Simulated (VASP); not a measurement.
# NaI (Fm-3m) in VASP: further runs

Runs on NaI. Level: r2SCAN. Tasks: single point.

Everything below comes from runs of VASP 6.6.1. Logs are shortened: lines on timing, memory, paths and dates and some standing lists are left out, and cuts for length are marked.

### Step 1. The cell of the first run

The structure is cubic, space group Fm-3m (No. 225). Conventional cell: a = 6.467 Å, b = 6.467 Å, c = 6.467 Å, α = 90.00°, β = 90.00°, γ = 90.00°. Na (site symmetry m-3m) has 6 I at 3.23 Å within 4.3 Å. I (site symmetry m-3m) has 6 Na at 3.23 Å within 4.3 Å.

### Step 2. Single point, r2SCAN

The input, POSCAR:

```
NaI
1.0
    0.0000000000      3.2333530289      3.2333530289
    3.2333530289      0.0000000000      3.2333530289
    3.2333530289      3.2333530289      0.0000000000
Na I
1 1
Direct
    0.0000000000      0.0000000000      0.0000000000
    0.5000000000      0.5000000000      0.5000000000
```

The input, INCAR.step1:

```
SYSTEM = NaI
  PREC = Accurate
  ENCUT = 520
  ISMEAR = 0
  SIGMA = 0.01
  LREAL = .False.
  LASPH = .True.
  NELM = 80
  NBANDS = 14
  GGA = PE
  ALGO = Normal
  EDIFF = 1E-4
  LWAVE = .True.
  LCHARG = .False.
```

The input, INCAR.step2:

```
SYSTEM = NaI
  PREC = Accurate
  ENCUT = 520
  EDIFF = 1E-6
  ISMEAR = 0
  SIGMA = 0.01
  LREAL = .False.
  LASPH = .True.
  NELM = 80
  ALGO = Normal
  ISIF = 2
  LWAVE = .False.
  LCHARG = .False.
  METAGGA = R2SCAN
  LMIXTAU = .True.
  NBANDS = 14
  ISTART = 1
```

The input, KPOINTS:

```
regular mesh
0
Gamma
  6 6 6
  0 0 0
```

Potentials or basis: VASP PAW PBE potentials, release 64 (Na_pv, I).

On the command line:

```console
cat potpaw_PBE.64/Na_pv/POTCAR potpaw_PBE.64/I/POTCAR > POTCAR
cp INCAR.step1 INCAR
mpirun -np 1 vasp_std > vasp.out
cp INCAR.step2 INCAR
mpirun -np 1 vasp_std > vasp.out
```

OUTCAR:

```text
SYSTEM = NaI
   PREC = Accurate
   ENCUT = 520
   EDIFF = 1E-6
   ISMEAR = 0
   LREAL = .False.
   LASPH = .True.
   NELM = 80
   ISIF = 2
   METAGGA = R2SCAN
   ISTART = 1

 ion  position               nearest neighbor table
   1  0.000  0.000  0.000-
   2  0.500  0.500  0.500-

  LATTYP: Found a face centered cubic cell.
 ALAT       =     6.4667060578

  Lattice vectors:

 A1 = (   0.0000000000,   3.2333530289,   3.2333530289)
 A2 = (   3.2333530289,   0.0000000000,   3.2333530289)
 A3 = (   3.2333530289,   3.2333530289,   0.0000000000)

Analysis of symmetry for initial positions (statically):
=====================================================================
 Subroutine PRICEL returns:
 Original cell was already a primitive cell.

 Routine SETGRP: Setting up the symmetry group for a
 face centered cubic supercell.

 Subroutine GETGRP returns: Found 48 space group operations
 (whereof 48 operations were pure point group operations)
 out of a pool of 48 trial point group operations.

The static configuration has the point symmetry O_h .

Analysis of symmetry for dynamics (positions and initial velocities):
=====================================================================
 Subroutine PRICEL returns:
 Original cell was already a primitive cell.

 Routine SETGRP: Setting up the symmetry group for a
 face centered cubic supercell.

 Subroutine GETGRP returns: Found 48 space group operations
 (whereof 48 operations were pure point group operations)
 out of a pool of 48 trial point group operations.

The dynamic configuration has the point symmetry O_h .

 Subroutine INISYM returns: Found 48 space group operations
 (whereof 48 operations are pure point group operations),
 and found     1 'primitive' translations

----------------------------------------------------------------------------------------

                                     Primitive cell

  volume of cell :      67.6066

  direct lattice vectors                    reciprocal lattice vectors
     0.000000000  3.233353029  3.233353029    -0.154638233  0.154638233  0.154638233
     3.233353029  0.000000000  3.233353029     0.154638233 -0.154638233  0.154638233
     3.233353029  3.233353029  0.000000000     0.154638233  0.154638233 -0.154638233

  length of vectors
     4.572651705  4.572651705  4.572651705     0.267841277  0.267841277  0.267841277

  position of ions in fractional coordinates (direct lattice)
     0.000000000  0.000000000  0.000000000
     0.500000000  0.500000000  0.500000000

  ion indices of the primitive-cell ions
   primitive index   ion index
                 1           1
                 2           2

----------------------------------------------------------------------------------------

 KPOINTS: regular mesh

Automatic generation of k-mesh.
 Grid dimensions read from file:
 generate k-points for:    6    6    6

 Generating k-lattice:

  Cartesian coordinates                     Fractional coordinates (reciprocal lattice)
    -0.025773039  0.025773039  0.025773039     0.166666667  0.000000000  0.000000000
     0.025773039 -0.025773039  0.025773039     0.000000000  0.166666667  0.000000000
     0.025773039  0.025773039 -0.025773039     0.000000000  0.000000000  0.166666667

  Length of vectors
     0.044640213  0.044640213  0.044640213

  Shift w.r.t. Gamma in fractional coordinates (k-lattice)
     0.000000000  0.000000000  0.000000000

 Subroutine IBZKPT returns following result:
 ===========================================

 Found     16 irreducible k-points:

 Following reciprocal coordinates:
            Coordinates               Weight
  0.000000  0.000000  0.000000      1.000000
  0.166667  0.000000  0.000000      8.000000
  0.333333  0.000000  0.000000      8.000000
  0.500000  0.000000  0.000000      4.000000
  0.166667  0.166667  0.000000      6.000000
  0.333333  0.166667  0.000000     24.000000
[... 8 lines left out ...]
 -0.333333  0.333333  0.166667     24.000000
 -0.333333  0.500000  0.166667     12.000000
   k-points           NKPTS =     16   k-points in BZ     NKDIM =     16   number of bands    NBANDS=     14
   number of dos      NEDOS =    301   number of ions     NIONS =      2
   total plane-waves  NPLWV =  46656
   dimension x,y,z NGX =    36 NGY =   36 NGZ =   36
   dimension x,y,z NGXF=    72 NGYF=   72 NGZF=   72
   ions per type =               1   1
   NGX,Y,Z   is equivalent  to a cutoff of  13.09, 13.09, 13.09 a.u.
   NGXF,Y,Z  is equivalent  to a cutoff of  26.18, 26.18, 26.18 a.u.
 SYSTEM =  NaI
   PREC   = accura    normal or accurate (medium, high low for compatibility)
   ISTART =      1    job   : 0-new  1-cont  2-samecut
   ICHARG =      0    charge: 1-file 2-atom 10-const
   ISPIN  =      1    spin polarized calculation?
   LNONCOLLINEAR =      F non collinear calculations
   LSORBIT =      F    spin-orbit coupling
   LASPH  =      T    aspherical Exc in radial PAW
   ENCUT  =  520.0 eV  38.22 Ry    6.18 a.u.   8.50  8.50  8.50*2*pi/ulx,y,z
   NELM   =     80;   NELMIN=  2; NELMDL=  0     # of ELM steps
   EDIFF  = 0.1E-05   stopping-criterion for ELM
   LREAL  =      F    real-space projection
   EDIFFG = 0.1E-04   stopping-criterion for IOM
   NSW    =      0    number of steps for IOM
   IBRION =     -1    ionic relax: 0-MD 1-quasi-New 2-CG
   NFREE  =      0    steps in history (QN), initial steepest desc. (CG)
   ISIF   =      2    stress and relaxation
   ISYM   =      2    0-nonsym 1-usesym 2-fastsym
   POTIM  = 0.5000    time-step for ionic-motion
   TEBEG  =    0.0;   TEEND  =   0.0 temperature during run
   PSTRESS=    0.0 pullay stress
   NELECT =      14.0000    total number of electrons
   NUPDOWN=      -1.0000    fix difference up-down
   EMIN   =  10.00;   EMAX   =-10.00  energy-range for DOS
   EFERMI =   0.00;   METHOD = LEGACY
   ISMEAR =     0;   SIGMA  =   0.01  broadening in eV -4-tet -1-fermi 0-gaus
   EFERMI_NEDOS =   21; number of points for ismear=-14 and -15
   IALGO  =     38    algorithm
   IMIX   =      4    mixing-type and parameters
     AMIX     =   0.40;   BMIX     =  1.00
     AMIX_MAG =   1.60;   BMIX_MAG =  1.00
  volume/ion in A,a.u.               =      33.80       228.12
  Fermi-wavevector in a.u.,A,eV,Ry     =   0.968548  1.830290 12.763419  0.938085
  Thomas-Fermi vector in A             =   2.098526
   LORBIT       =      0    0 simple, 1 ext, 2 COOP (PROOUT), +10 PAW based schemes
   METAGGA = R2SCAN    functional components
   LHFCALC =     F    Hartree Fock is set to
   AEXX    =    0.0000 exact exchange contribution
   IVDW    =     0    specifies the selected vdW correction
   LEPSILON=     F    determine dielectric tensor
   LRPA    =     F    only Hartree local field effects (RPA)
 non-spin polarized calculation
 Gauss-broadening in eV      SIGMA  =   0.01
  energy-cutoff  :      520.00
  volume of cell :       67.61
 maximum number of plane-waves:      1853
 NGX is ok and might be reduce to    36
   NGX = 17   NGY = 17   NGZ = 17

 number of electron      13.9999994 magnetization

 Free energy of the ion-electron system (eV)
  ---------------------------------------------------
  ext. energy  EPLUGINS =         0.00000000
  ---------------------------------------------------
  free energy    TOTEN  =       -31.08560284 eV

  energy without entropy =      -31.08560284  energy(sigma->0) =      -31.08560284

 E-fermi :   0.5981     XC(G=0):  -8.0807

 val. band max:        0.4998425895   @ k =   0.0000   0.0000   0.0000
 cond. band min:       4.9473691979   @ k =   0.0000   0.0000   0.0000
 fundamental gap:      4.4475266083
 Fermi energy:         0.5981224277

 k-point     1 :       0.0000    0.0000    0.0000
  band No.  band energies     occupation
      1     -22.7484      2.00000
      2     -22.7481      2.00000
      3     -22.7481      2.00000
      4     -10.8532      2.00000
      5       0.4998      2.00000
      6       0.4998      2.00000
      7       0.4998      2.00000
      8       4.9474      0.00000
      9       8.9745      0.00000
     10       8.9745      0.00000
     11       8.9745      0.00000
     12      10.8309      0.00000
     13      10.8309      0.00000
     14      11.6186      0.00000

 k-point     2 :       0.1667    0.0000    0.0000
  band No.  band energies     occupation
      1     -22.7495      2.00000
      2     -22.7485      2.00000
      3     -22.7482      2.00000
      4     -10.7741      2.00000
      5      -0.2125      2.00000
      6       0.4201      2.00000
      7       0.4201      2.00000
      8       5.7291      0.00000
      9       8.5184      0.00000
     10       9.1938      0.00000
     11       9.1938      0.00000
     12      10.3811      0.00000
     13      10.3812      0.00000
     14      12.2250      0.00000

 k-point     3 :       0.3333    0.0000    0.0000
  band No.  band energies     occupation
      1     -22.7520      2.00000
      2     -22.7486      2.00000
      3     -22.7483      2.00000
      4     -10.6064      2.00000
      5      -1.2608      2.00000
      6       0.2709      2.00000
      7       0.2709      2.00000
      8       6.2555      0.00000
      9       8.8238      0.00000
     10       8.8240      0.00000
     11       9.3137      0.00000
     12      11.4512      0.00000
     13      11.4512      0.00000
     14      11.5198      0.00000
[... 188 lines left out ...]
 k-point    15 :      -0.3333    0.3333    0.1667
  band No.  band energies     occupation
      1     -22.7518      2.00000
      2     -22.7504      2.00000
      3     -22.7493      2.00000
      4     -10.4477      2.00000
      5      -1.2355      2.00000
      6      -0.6947      2.00000
      7      -0.1585      2.00000
      8       7.2502      0.00000
      9       7.7618      0.00000
     10       9.0112      0.00000
     11       9.7080      0.00000
     12      11.6995      0.00000
     13      13.2169      0.00000
     14      14.1721      0.00000

 k-point    16 :      -0.3333    0.5000    0.1667
  band No.  band energies     occupation
      1     -22.7515      2.00000
      2     -22.7504      2.00000
      3     -22.7499      2.00000
      4     -10.4261      2.00000
      5      -1.2042      2.00000
      6      -0.6279      2.00000
      7      -0.3915      2.00000
      8       6.5976      0.00000
      9       7.5105      0.00000
     10       9.7388      0.00000
     11       9.8955      0.00000
     12      13.1067      0.00000
     13      13.8754      0.00000
     14      13.9172      0.00000

------------------------ aborting loop because EDIFF is reached ----------------------------------------

  FORCE on cell =-STRESS in cart. coord.  units (eV):
  Direction    XX          YY          ZZ          XY          YZ          ZX
  --------------------------------------------------------------------------------------
  -------------------------------------------------------------------------------------
  Total       -0.0559414     -0.0559414     -0.0559414     -0.0000000     -0.0000000     -0.0000000
  in kB       -1.3257283     -1.3257283     -1.3257283     -0.0000000     -0.0000000     -0.0000000
  external PRESSURE =      -1.3257283 kB  Pullay stress =       0.0000000 kB

 VOLUME and BASIS-vectors are now :
 -----------------------------------------------------------------------------
  energy-cutoff  :      520.00
  volume of cell :       67.61
      direct lattice vectors                 reciprocal lattice vectors
     0.000000000  3.233353029  3.233353029    -0.154638233  0.154638233  0.154638233
     3.233353029  0.000000000  3.233353029     0.154638233 -0.154638233  0.154638233
     3.233353029  3.233353029  0.000000000     0.154638233  0.154638233 -0.154638233

 POSITION                                       TOTAL-FORCE (eV/Angst)
 -----------------------------------------------------------------------------------
      0.00000      0.00000      0.00000        -0.000000      0.000000      0.000000
      3.23335      3.23335      3.23335         0.000000     -0.000000     -0.000000
 -----------------------------------------------------------------------------------
    total drift:                                0.000000      0.000000      0.000000

  FREE ENERGIE OF THE ION-ELECTRON SYSTEM (eV)
  ---------------------------------------------------
  free  energy   TOTEN  =       -31.0856028395 eV

  energy  without entropy=      -31.0856028395  energy(sigma->0) =      -31.08560284
```

It took 57 s on 1 thread of AMD EPYC 9R45 (Zen 5), shared host; peak memory 0.18 GiB.

What came out:

```yaml
Free_energy: -31.0856 eV
Pressure: -0.1 GPa
Band_gap_on_the_k_mesh: 4.45 eV
```

Levels at points of the mesh, in eV from the valence-band top:
| k point | band 4 | band 5 | band 6 | band 7 | band 8 | band 9 | band 10 | band 11 |
| --- | --- | --- | --- | --- | --- | --- | --- | --- |
| (0.00, 0.00, 0.00) | -11.35 | 0.00 | 0.00 | 0.00 | 4.45 | 8.47 | 8.47 | 8.47 |
| (0.50, 0.00, 0.00) | -11.02 | -2.20 | -0.30 | -0.30 | 5.69 | 8.07 | 8.07 | 9.80 |
| (0.50, 0.50, 0.00) | -10.93 | -1.94 | -0.76 | -0.76 | 5.23 | 6.02 | 10.75 | 12.18 |

Caveat: the PAW data sets were made with another functional, which shifts forces and pressure a little; spin-orbit coupling is left out, which moves the levels of the heavy elements.

### Step 3. Single point, r2SCAN

This run uses another cell than the first one, of 33.30 Å³/atom.

The input, POSCAR:

```
NaI
1.0
    0.0000000000      3.2171862638      3.2171862638
    3.2171862638      0.0000000000      3.2171862638
    3.2171862638      3.2171862638      0.0000000000
Na I
1 1
Direct
    0.0000000000      0.0000000000      0.0000000000
    0.5000000000      0.5000000000      0.5000000000
```

The input, INCAR.step1:

```
  PREC = Accurate
  ENCUT = 520
  ISMEAR = 0
  SIGMA = 0.01
  LREAL = F
  LASPH = T
  NELM = 100
  NBANDS = 14
  GGA = PE
  ALGO = Normal
  EDIFF = 1E-4
  LWAVE = T
  LCHARG = F
```

The input, INCAR.step2:

```
  PREC = Accurate
  ENCUT = 520
  EDIFF = 1E-6
  ISMEAR = 0
  SIGMA = 0.01
  LREAL = F
  LASPH = T
  NELM = 100
  ALGO = Normal
  ISIF = 2
  LWAVE = F
  LCHARG = T
  METAGGA = R2SCAN
  LMIXTAU = T
  LELF = T
  LVHAR = T
  NBANDS = 14
  ISTART = 1
```

The input, KPOINTS:

```
Automatic mesh
0
Gamma
  6 6 6
```

Potentials or basis: VASP PAW PBE potentials, release 64 (Na_pv, I).

On the command line:

```console
cat potpaw_PBE.64/Na_pv/POTCAR potpaw_PBE.64/I/POTCAR > POTCAR
cp INCAR.step1 INCAR
mpirun -np 1 vasp_std > vasp.out
cp INCAR.step2 INCAR
mpirun -np 1 vasp_std > vasp.out
```

It took 52 s on 1 thread of AMD EPYC 9R45 (Zen 5), shared host; peak memory 0.18 GiB.

The run converged. Its results:

```
Free energy            : -31.0857 eV
Pressure               : 0.1 GPa
Band gap on the k mesh : 4.49 eV
```

Levels at points of the mesh, in eV from the valence-band top:
```
           k point  band 3  band 4  band 5  band 6  band 7  band 8  band 9  band 10  band 11  band 12
(0.00, 0.00, 0.00)  -23.23  -11.39    0.00    0.00    0.00    4.49    8.47     8.47     8.47    10.35
(0.50, 0.00, 0.00)  -23.23  -11.04   -2.25   -0.31   -0.31    5.70    8.08     8.08     9.92    11.11
(0.50, 0.50, 0.00)  -23.23  -10.95   -1.99   -0.78   -0.78    5.24    5.99    10.85    12.23    12.41
```

Caveat: the PAW data sets were made with another functional, which shifts forces and pressure a little; spin-orbit coupling is left out, which moves the levels of the heavy elements. r2SCAN opens gaps a little over a GGA but as a rule still falls short of measured ones.

(Part 1 of 2 ends here.)
